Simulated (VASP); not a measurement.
Crystal: Ge.

```
Ge
1.0
     4.37476    0.00000    0.00000
    -2.18738    3.78865    0.00000
     0.00000    0.00000    3.77124
Ge
3
Direct
  0.69876 0.73877 0.50000
  0.26123 0.95999 0.50000
  0.04001 0.30124 0.50000
```

- Program: VASP 6.6.1
- Task: relaxation of cell and atoms
- Functional: PBE
- Potentials or basis: VASP PAW PBE potentials, release 64 (Ge_d)
- Cutoff: 600 eV
- k mesh: 6 × 6 × 4
- Occupations: gaussian, width 0.1 eV
- Spin: no spin polarisation

At the start: pressure 32.2 GPa; volume 20.84 Å³/atom.

Problem. Where does the relaxation end?

Solution. Over 24 steps the energy falls by 1428.8 meV/atom and the volume is 19.93 Å³/atom (-4.3 %); space group P6/mmm (No. 191, to 0.05 Å).

The path:
| step | energy change (eV) | largest force (eV/Å) | pressure (GPa) | volume (Å³) |
| --- | --- | --- | --- | --- |
| 1 | 0.0000 | 6.8058 | 32.16 | 62.51 |
| 2 | -1.7584 | 0.3273 | -7.61 | 106.28 |
| 3 | -2.6577 | 0.5198 | -1.88 | 81.07 |
| 4 | -2.6599 | 0.5232 | -1.78 | 80.68 |
| 5 | -2.6542 | 0.5478 | -0.41 | 77.88 |
| 6 | -2.6625 | 0.5350 | -1.35 | 79.87 |
| 7 | -2.8770 | 0.2859 | -3.38 | 78.03 |
| 8 | -3.4557 | 0.1086 | -6.35 | 71.76 |
| 9 | -2.2361 | 0.3404 | 28.16 | 55.48 |
| 10 | -3.6203 | 0.2143 | -6.44 | 70.21 |
| 11 | -4.1410 | 0.4175 | -2.91 | 63.36 |
| 12 | -3.9546 | 0.4232 | 5.53 | 59.55 |
| 13 | -4.1738 | 0.4529 | -1.61 | 62.49 |
| 14 | -4.1767 | 0.4812 | -1.11 | 62.06 |
| 15 | -4.1627 | 0.3317 | 3.92 | 58.42 |
| 16 | -4.1977 | 0.4343 | 0.92 | 60.41 |
| 17 | -4.2431 | 0.3258 | 0.68 | 59.78 |
| 18 | -4.2626 | 0.0429 | 1.41 | 58.22 |
| 19 | -4.2739 | 0.1749 | 0.96 | 58.88 |
| 20 | -4.2743 | 0.1553 | 1.00 | 58.78 |
| 21 | -4.2850 | 0.0574 | 0.42 | 59.38 |
| 22 | -4.2861 | 0.0242 | 0.16 | 59.66 |
| 23 | -4.2861 | 0.0177 | -0.26 | 59.91 |
| 24 | -4.2864 | 0.0199 | 0.15 | 59.79 |

Final structure:
```
CELL_PARAMETERS angstrom
5.24423 0.00000 0.00000
-2.62212 4.54164 0.00000
0.00000 0.00000 2.51034
ATOMIC_POSITIONS crystal
Ge 0.66748 0.66658 0.50000
Ge 0.33342 0.00090 0.50000
Ge 0.99910 0.33252 0.50000
```

Caveat: the k points lie up to 0.63 Å⁻¹ apart in the final cell.
